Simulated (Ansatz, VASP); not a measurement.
# One calculation of Cs, two programs

File INCAR:

```
PREC = Accurate
ENCUT = 520
EDIFF = 1E-6
ISMEAR = 0
SIGMA = 0.1
LREAL = F
LASPH = T
NELM = 80
ALGO = Fast
ISIF = 2
LWAVE = F
LCHARG = T
GGA = PE
LELF = T
LVHAR = T
NBANDS = 16
```

KPOINTS

```
Automatic mesh
0
Gamma
  8 8 6
```

File POSCAR:

```
Cs
1.0
    5.4110312566      0.0000000000      0.0000000000
    0.0000000000      5.4110312566      0.0000000000
    0.0000000000      0.0000000000      8.1390913148
Cs
2
Direct
    0.0000000000      0.0000000000      0.0000000000
    0.5000000000      0.5000000000      0.5000000000
```

Input for Ansatz:

```yaml
crystal:
  lattice:
    - [5.4110312566, 0.0, 0.0]
    - [0.0, 5.4110312566, 0.0]
    - [0.0, 0.0, 8.1390913148]
  atoms:
    - { symbol: Cs, position: [0.0, 0.0, 0.0] }
    - { symbol: Cs, position: [0.5, 0.5, 0.5] }
basis:
  ecutwfc: 420
kpoints:
  mp_grid: { grid: [8, 8, 6] }
hamiltonian:
  xc: pbe
scf:
  occupations: { method: gaussian, width: 0.1 }
output:
  forces: true
  stress: true
  eigenvalues: true
```

Change from the starting cell: strain along c alone, the other axes held, atoms relaxed: +2.0 %.

Alike in both runs: task single point; functional PBE; k mesh 8 × 8 × 6; occupations gaussian, width 0.1 eV; no spin polarisation.

|  | VASP | Ansatz |
| --- | --- | --- |
| version | VASP 6.6.1 | Ansatz 0.2.0 |
| potentials or method | VASP PAW PBE potentials, release 64 (Cs_sv), cutoff 520 eV | scalar-relativistic, plane waves, PAW |
| valence electrons in the cell | 18 | 18 |

```csv
,VASP,Ansatz,Ansatz less VASP
gap on the k mesh at the Fermi level (eV),none,none,-
pressure (GPa),0.0,0.0,+0.01
```

A gap of «none» marks a metal or a gap that the smearing closes.

Spin-orbit coupling is off throughout.
